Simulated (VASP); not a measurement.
# AlN (Cmc2_1) in VASP: further runs

The runs below take AlN through single point, with LDA.

Everything below comes from runs of VASP 6.6.1. Logs are shortened: lines on timing, memory, paths and dates and some standing lists are left out, and cuts for length are marked.

### 1 The cell of the first run

It takes space group Cmc2_1 (No. 36, orthorhombic). The conventional cell has a = 3.089 Å, b = 5.350 Å, c = 4.944 Å, α = 90.00°, β = 90.00°, γ = 90.00°. Within 2.5 Å of Al (site symmetry m) lie 4 N at 1.87 to 1.89 Å. Within 2.5 Å of N (site symmetry m) lie 4 Al at 1.87 to 1.89 Å.

### 2 Single point, LDA

INCAR reads:

```
SYSTEM = AlN
PREC = Accurate
ENCUT = 520
EDIFF = 1E-6
ISMEAR = 0
SIGMA = 0.05
LREAL = .FALSE.
LASPH = .TRUE.
NELM = 100
ALGO = Normal
ISIF = 2
LWAVE = .FALSE.
LCHARG = .TRUE.
LELF = .TRUE.
LVHAR = .TRUE.
NBANDS = 16
```

KPOINTS reads:

```
regular mesh
0
G
  9 9 6
  0 0 0
```

POSCAR reads:

```
AlN
1.0
    3.0887424016      0.0000000000      0.0000000000
   -1.5443712008      2.6749293856      0.0000000000
    0.0000000000      0.0000000000      4.9437688231
Al N
2 2
Direct
    0.3269032571      0.6538065141      0.0015212672
    0.6730967429      0.3461934859      0.5015212672
    0.3390710977      0.6781421955      0.3834787328
    0.6609289023      0.3218578045      0.8834787328
```

Potentials or basis: VASP PAW LDA potentials, release 64 (Al, N).

Started as:

```
$ cat potpaw_LDA.64/Al/POTCAR potpaw_LDA.64/N/POTCAR > POTCAR
$ mpirun -np 1 vasp_std > vasp.out
```

OUTCAR:

```text
SYSTEM = AlN
   PREC = Accurate
   ENCUT = 520
   EDIFF = 1E-6
   ISMEAR = 0
   LREAL = .FALSE.
   LASPH = .TRUE.
   NELM = 100
   ISIF = 2

 ion  position               nearest neighbor table
   1  0.327  0.654  0.002-   4 1.87   4 1.87   4 1.88   3 1.89   2 3.03   2 3.03   2 3.03   2 3.03
                             2 3.09   2 3.09
   2  0.673  0.346  0.502-   3 1.87   3 1.87   3 1.88   4 1.89   1 3.03   1 3.03   1 3.03   1 3.03
                             1 3.09   1 3.09
   3  0.339  0.678  0.383-   2 1.87   2 1.87   2 1.88   1 1.89
   4  0.661  0.322  0.883-   1 1.87   1 1.87   1 1.88   2 1.89

  LATTYP: Found a hexagonal cell.
 ALAT       =     3.0887424016
 C/A-ratio  =     1.6005766038

  Lattice vectors:

 A1 = (   3.0887424016,   0.0000000000,   0.0000000000)
 A2 = (  -1.5443712008,   2.6749293856,   0.0000000000)
 A3 = (   0.0000000000,   0.0000000000,   4.9437688231)

Analysis of symmetry for initial positions (statically):
=====================================================================
 Subroutine PRICEL returns:
 Original cell was already a primitive cell.

 Routine SETGRP: Setting up the symmetry group for a
 hexagonal supercell.

 Subroutine GETGRP returns: Found  4 space group operations
 (whereof  2 operations were pure point group operations)
 out of a pool of 24 trial point group operations.

The static configuration has the point symmetry C_1h.
 The point group associated with its full space group is C_2v.

Analysis of symmetry for dynamics (positions and initial velocities):
=====================================================================
 Subroutine PRICEL returns:
 Original cell was already a primitive cell.

 Routine SETGRP: Setting up the symmetry group for a
 hexagonal supercell.

 Subroutine GETGRP returns: Found  4 space group operations
 (whereof  2 operations were pure point group operations)
 out of a pool of 24 trial point group operations.

The dynamic configuration has the point symmetry C_1h.
 The point group associated with its full space group is C_2v.

 Subroutine INISYM returns: Found  4 space group operations
 (whereof  2 operations are pure point group operations),
 and found     1 'primitive' translations

----------------------------------------------------------------------------------------

                                     Primitive cell

  volume of cell :      40.8462

  direct lattice vectors                    reciprocal lattice vectors
     3.088742402  0.000000000  0.000000000     0.323756361  0.186920822  0.000000000
    -1.544371201  2.674929386  0.000000000     0.000000000  0.373841644  0.000000000
     0.000000000  0.000000000  4.943768823     0.000000000  0.000000000  0.202274830

  length of vectors
     3.088742402  3.088742402  4.943768823     0.373841644  0.373841644  0.202274830

  position of ions in fractional coordinates (direct lattice)
     0.326903257  0.653806514  0.001521267
     0.673096743  0.346193486  0.501521267
     0.339071098  0.678142196  0.383478733
     0.660928902  0.321857804  0.883478733

  ion indices of the primitive-cell ions
   primitive index   ion index
                 1           1
                 2           2
                 3           3
                 4           4

----------------------------------------------------------------------------------------

 KPOINTS: regular mesh

Automatic generation of k-mesh.
 Grid dimensions read from file:
 generate k-points for:    9    9    6

 Generating k-lattice:

  Cartesian coordinates                     Fractional coordinates (reciprocal lattice)
     0.035972929  0.020768980  0.000000000     0.111111111 -0.000000000  0.000000000
     0.000000000  0.041537960  0.000000000     0.000000000  0.111111111  0.000000000
     0.000000000  0.000000000  0.033712472     0.000000000  0.000000000  0.166666667

  Length of vectors
     0.041537960  0.041537960  0.033712472

  Shift w.r.t. Gamma in fractional coordinates (k-lattice)
     0.000000000  0.000000000  0.000000000

 Subroutine IBZKPT returns following result:
 ===========================================

 Found    100 irreducible k-points:

 Following reciprocal coordinates:
            Coordinates               Weight
  0.000000  0.000000  0.000000      1.000000
  0.111111  0.000000  0.000000      4.000000
  0.000000  0.111111  0.000000      2.000000
  0.222222 -0.000000  0.000000      4.000000
  0.000000  0.222222  0.000000      2.000000
  0.333333 -0.000000  0.000000      4.000000
[... 16 lines left out ...]
 -0.222222 -0.444444  0.000000      4.000000
  0.444444  0.333333  0.000000      4.000000
 [... further k-points ...]
   k-points           NKPTS =    100   k-points in BZ     NKDIM =    100   number of bands    NBANDS=     16
   number of dos      NEDOS =    301   number of ions     NIONS =      4
   total plane-waves  NPLWV =  23040
   dimension x,y,z NGX =    24 NGY =   24 NGZ =   40
   dimension x,y,z NGXF=    48 NGYF=   48 NGZF=   80
   ions per type =               2   2
   NGX,Y,Z   is equivalent  to a cutoff of  12.92, 12.92, 13.45 a.u.
   NGXF,Y,Z  is equivalent  to a cutoff of  25.84, 25.84, 26.90 a.u.
 SYSTEM =  AlN
   PREC   = accura    normal or accurate (medium, high low for compatibility)
   ISTART =      0    job   : 0-new  1-cont  2-samecut
   ICHARG =      2    charge: 1-file 2-atom 10-const
   ISPIN  =      1    spin polarized calculation?
   LNONCOLLINEAR =      F non collinear calculations
   LSORBIT =      F    spin-orbit coupling
   LASPH  =      T    aspherical Exc in radial PAW
   ENCUT  =  520.0 eV  38.22 Ry    6.18 a.u.   5.74  5.74  9.19*2*pi/ulx,y,z
   NELM   =    100;   NELMIN=  2; NELMDL= -5     # of ELM steps
   EDIFF  = 0.1E-05   stopping-criterion for ELM
   LREAL  =      F    real-space projection
   EDIFFG = 0.1E-04   stopping-criterion for IOM
   NSW    =      0    number of steps for IOM
   IBRION =     -1    ionic relax: 0-MD 1-quasi-New 2-CG
   NFREE  =      0    steps in history (QN), initial steepest desc. (CG)
   ISIF   =      2    stress and relaxation
   ISYM   =      2    0-nonsym 1-usesym 2-fastsym
   POTIM  = 0.5000    time-step for ionic-motion
   TEBEG  =    0.0;   TEEND  =   0.0 temperature during run
   PSTRESS=    0.0 pullay stress
   NELECT =      16.0000    total number of electrons
   NUPDOWN=      -1.0000    fix difference up-down
   EMIN   =  10.00;   EMAX   =-10.00  energy-range for DOS
   EFERMI =   0.00;   METHOD = LEGACY
   ISMEAR =     0;   SIGMA  =   0.05  broadening in eV -4-tet -1-fermi 0-gaus
   EFERMI_NEDOS =   21; number of points for ismear=-14 and -15
   IALGO  =     38    algorithm
   IMIX   =      4    mixing-type and parameters
     AMIX     =   0.40;   BMIX     =  1.00
     AMIX_MAG =   1.60;   BMIX_MAG =  1.00
  volume/ion in A,a.u.               =      10.21        68.91
  Fermi-wavevector in a.u.,A,eV,Ry     =   1.197836  2.263582 19.521797  1.434812
  Thomas-Fermi vector in A             =   2.333741
   LORBIT       =      0    0 simple, 1 ext, 2 COOP (PROOUT), +10 PAW based schemes
   GGA     = CA    functional components
   LHFCALC =     F    Hartree Fock is set to
   AEXX    =    0.0000 exact exchange contribution
   IVDW    =     0    specifies the selected vdW correction
   LEPSILON=     F    determine dielectric tensor
   LRPA    =     F    only Hartree local field effects (RPA)
 non-spin polarized calculation
 Gauss-broadening in eV      SIGMA  =   0.05
  energy-cutoff  :      520.00
  volume of cell :       40.85
 maximum number of plane-waves:      1118
   NGX = 11   NGY = 11   NGZ = 19

 number of electron      16.0000000 magnetization

 Free energy of the ion-electron system (eV)
  ---------------------------------------------------
  ext. energy  EPLUGINS =         0.00000000
  ---------------------------------------------------
  free energy    TOTEN  =       -32.83165094 eV

  energy without entropy =      -32.83165094  energy(sigma->0) =      -32.83165094

 E-fermi :   6.3913     XC(G=0): -11.3434

 val. band max:        6.1218568852   @ k =   0.0000   0.0000   0.0000
 cond. band min:      10.5304655190   @ k =   0.0000   0.0000   0.0000
 fundamental gap:      4.4086086338
 Fermi energy:         6.3912587596

 k-point     1 :       0.0000    0.0000    0.0000
  band No.  band energies     occupation
      1      -9.0576      2.00000
      2      -6.7637      2.00000
      3      -0.0386      2.00000
      4       5.2089      2.00000
      5       5.2435      2.00000
      6       5.8335      2.00000
[... 8 lines left out ...]
     15      19.1658      0.00000
     16      19.4220      0.00000

 k-point     2 :       0.1111    0.0000    0.0000
  band No.  band energies     occupation
      1      -8.8936      2.00000
      2      -6.6694      2.00000
      3       0.1518      2.00000
      4       4.5050      2.00000
      5       5.0184      2.00000
      6       5.1995      2.00000
[... 8 lines left out ...]
     15      19.0211      0.00000
     16      19.2943      0.00000

 k-point     3 :       0.0000    0.1111    0.0000
  band No.  band energies     occupation
      1      -8.8930      2.00000
      2      -6.6709      2.00000
      3       0.1530      2.00000
      4       4.5078      2.00000
      5       5.0288      2.00000
      6       5.2478      2.00000
[... 8 lines left out ...]
     15      19.1562      0.00000
     16      19.2176      0.00000

 k-point     4 :       0.2222   -0.0000    0.0000
  band No.  band energies     occupation
      1      -8.4266      2.00000
      2      -6.4312      2.00000
      3       0.7046      2.00000
      4       2.9565      2.00000
      5       3.9500      2.00000
      6       4.6067      2.00000
[... 8 lines left out ...]
     15      18.4770      0.00000
     16      18.9807      0.00000
[... 324 lines left out ...]
 k-point    22 :       0.3333    0.2222    0.0000
  band No.  band energies     occupation
      1      -6.7997      2.00000
      2      -6.1739      2.00000
      3       1.0208      2.00000
      4       2.1288      2.00000
      5       2.7758      2.00000
      6       2.9063      2.00000
[... 8 lines left out ...]
     15      18.8896      0.00000
     16      20.6154      0.00000

 k-point    23 :      -0.2222   -0.4444    0.0000
  band No.  band energies     occupation
      1      -6.7763      2.00000
      2      -6.2058      2.00000
      3       1.1095      2.00000
      4       2.0406      2.00000
      5       2.7752      2.00000
      6       2.9702      2.00000
[... 8 lines left out ...]
     15      18.7987      0.00000
     16      20.7052      0.00000

 k-point    24 :       0.4444    0.3333    0.0000
  band No.  band energies     occupation
      1      -6.8128      2.00000
      2      -6.1558      2.00000
      3       1.0039      2.00000
      4       2.0736      2.00000
      5       2.8435      2.00000
      6       2.8848      2.00000
[... 8 lines left out ...]
     15      18.7412      0.00000
     16      20.7805      0.00000

 [... further k-points ...]
[... 5 lines left out ...]
  --------------------------------------------------------------------------------------
  -------------------------------------------------------------------------------------
  Total        0.1307604      0.1519567      0.1420280      0.0000000      0.0000000      0.0000000
  in kB        5.1290232      5.9604394      5.5709894      0.0000000      0.0000000      0.0000000
  external PRESSURE =       5.5534840 kB  Pullay stress =       0.0000000 kB

 VOLUME and BASIS-vectors are now :
 -----------------------------------------------------------------------------
  energy-cutoff  :      520.00
  volume of cell :       40.85
      direct lattice vectors                 reciprocal lattice vectors
     3.088742402  0.000000000  0.000000000     0.323756361  0.186920822  0.000000000
    -1.544371201  2.674929386  0.000000000     0.000000000  0.373841644  0.000000000
     0.000000000  0.000000000  4.943768823     0.000000000  0.000000000  0.202274830

 POSITION                                       TOTAL-FORCE (eV/Angst)
 -----------------------------------------------------------------------------------
      0.00000      1.74889      0.00752        -0.000000      0.190673      0.007978
      1.54437      0.92604      2.47941         0.000000     -0.190673      0.007978
     -0.00000      1.81398      1.89583        -0.000000     -0.091542     -0.007978
      1.54437      0.86095      4.36771         0.000000      0.091542     -0.007978
 -----------------------------------------------------------------------------------
    total drift:                               -0.000000     -0.000000     -0.000565

  FREE ENERGIE OF THE ION-ELECTRON SYSTEM (eV)
  ---------------------------------------------------
  free  energy   TOTEN  =       -32.8316509378 eV

  energy  without entropy=      -32.8316509378  energy(sigma->0) =      -32.83165094
```

Run time: 40 s. Hardware: 1 thread of Intel Xeon 6975P-C (Granite Rapids), shared host; peak memory 0.17 GiB.

Results:

```
Free energy            : -32.8317 eV
Pressure               : 0.6 GPa
Largest force          : 0.191 eV/Å
Band gap on the k mesh : 4.41 eV, direct
```

Forces in eV/Å, atoms in the order of the input:
```
Al   0.000  0.191  0.008
Al   0.000 -0.191  0.008
N    0.000 -0.092 -0.008
N    0.000  0.092 -0.008
```

Levels at points of the mesh, in eV from the valence-band top:
```tsv
k point	band 6	band 7	band 8	band 9	band 10	band 11
(0.00, 0.00, 0.00)	-0.29	-0.18	0.00	4.41	6.72	10.63
(0.00, 0.00, 0.50)	-0.59	-0.56	-0.56	6.59	6.59	10.31
```

### 3 Single point, LDA

INCAR reads:

```
ALGO = Normal
EDIFF = 1E-6
ENCUT = 520
GGA = CA
ISIF = 2
ISMEAR = 0
LASPH = True
LCHARG = False
LREAL = False
LWAVE = False
NBANDS = 16
NELM = 100
PREC = Accurate
SIGMA = 0.05
```

KPOINTS reads:

```
k-points
0
Gamma
  9 9 6
```

POSCAR reads:

```
AlN
1.0
    3.0887424016      0.0000000000      0.0000000000
   -1.5443712008      2.6749293856      0.0000000000
    0.0000000000      0.0000000000      4.9437688231
Al N
2 2
Direct
    0.3461934859      0.6923869718      0.0015212672
    0.6538065141      0.3076130282      0.5015212672
    0.3218578045      0.6437156091      0.3834787328
    0.6781421955      0.3562843909      0.8834787328
```

Potentials or basis: VASP PAW LDA potentials, release 64 (Al, N).

Started as:

```
$ cat potpaw_LDA.64/Al/POTCAR potpaw_LDA.64/N/POTCAR > POTCAR
$ mpirun -np 1 vasp_std > vasp.out
```

Wall time 40 s (1 thread of Intel Xeon 6975P-C (Granite Rapids), shared host); peak memory 0.17 GiB.

The run converged. Its results:

```yaml
Free_energy: -32.8024 eV
Pressure: 0.5 GPa
Largest_force: 0.416 eV/Å
Band_gap_on_the_k_mesh: 4.36 eV, direct
```

Forces in eV/Å, atoms in the order of the input:
```
Al   0.000 -0.415  0.034
Al   0.000  0.415  0.034
N    0.000  0.169 -0.034
N    0.000 -0.169 -0.034
```

Stress tensor (GPa, compression positive):
```
 0.85  0.00  0.00
 0.00 -0.06  0.00
 0.00  0.00  0.58
```

Levels at points of the mesh, in eV from the valence-band top:
| k point | band 6 | band 7 | band 8 | band 9 | band 10 | band 11 |
| --- | --- | --- | --- | --- | --- | --- |
| (0.00, 0.00, 0.00) | -0.37 | -0.15 | 0.00 | 4.36 | 6.69 | 10.55 |
| (0.00, 0.00, 0.50) | -0.63 | -0.57 | -0.57 | 6.55 | 6.55 | 10.26 |

A k mesh can miss the band edges. As with any semilocal functional, this LDA gap is likely too small.

### 4 Single point, LDA

INCAR reads:

```
SYSTEM = AlN
ALGO = Normal ; EDIFF = 1E-6
ENCUT = 520 ; ISIF = 2
ISMEAR = 0 ; LASPH = .True.
LCHARG = .False. ; LREAL = .False.
LWAVE = .False. ; NBANDS = 16
NELM = 100 ; PREC = Accurate
SIGMA = 0.05
```

KPOINTS reads:

```
k-points
0
Gamma
  9 9 6
  0 0 0
```

POSCAR reads:

```
AlN
1.0
    3.0887424016      0.0000000000      0.0000000000
   -1.5443712008      2.6749293856      0.0000000000
    0.0000000000      0.0000000000      4.9437688231
Al N
2 2
Direct
    0.3397634096      0.6795268192      0.0015212672
    0.6602365904      0.3204731808      0.5015212672
    0.3275955689      0.6551911379      0.3834787328
    0.6724044311      0.3448088621      0.8834787328
```

Started as:

```
$ cat potpaw_LDA.64/Al/POTCAR potpaw_LDA.64/N/POTCAR > POTCAR
$ mpirun -np 1 vasp_std > vasp.out
```

Wall time 36 s (1 thread of Intel Xeon 6975P-C (Granite Rapids), shared host); peak memory 0.17 GiB.

The run converged. Its results:

* Free energy: -32.8315 eV
* Pressure: 0.6 GPa
* Largest force: 0.202 eV/Å
* Band gap on the k mesh: 4.41 eV, direct

Forces in eV/Å, atoms in the order of the input:
```
Al   0.000 -0.202  0.008
Al   0.000  0.202  0.008
N    0.000  0.087 -0.008
N    0.000 -0.087 -0.008
```

Stress tensor (GPa, compression positive):
```
0.72 0.00 0.00
0.00 0.39 0.00
0.00 0.00 0.56
```

Levels at points of the mesh, in eV from the valence-band top:
```csv
k point,band 4,band 5,band 6,band 7,band 8,band 9,band 10,band 11,band 12,band 13
"(0.00, 0.00, 0.00)",-0.91,-0.88,-0.29,-0.18,0.00,4.41,6.72,10.63,10.95,11.24
"(0.00, 0.00, 0.50)",-3.38,-0.59,-0.59,-0.56,-0.56,6.59,6.59,10.30,10.30,11.41
```

A k mesh can miss the band edges. A hybrid or GW would open this gap; LDA tends to underestimate it.
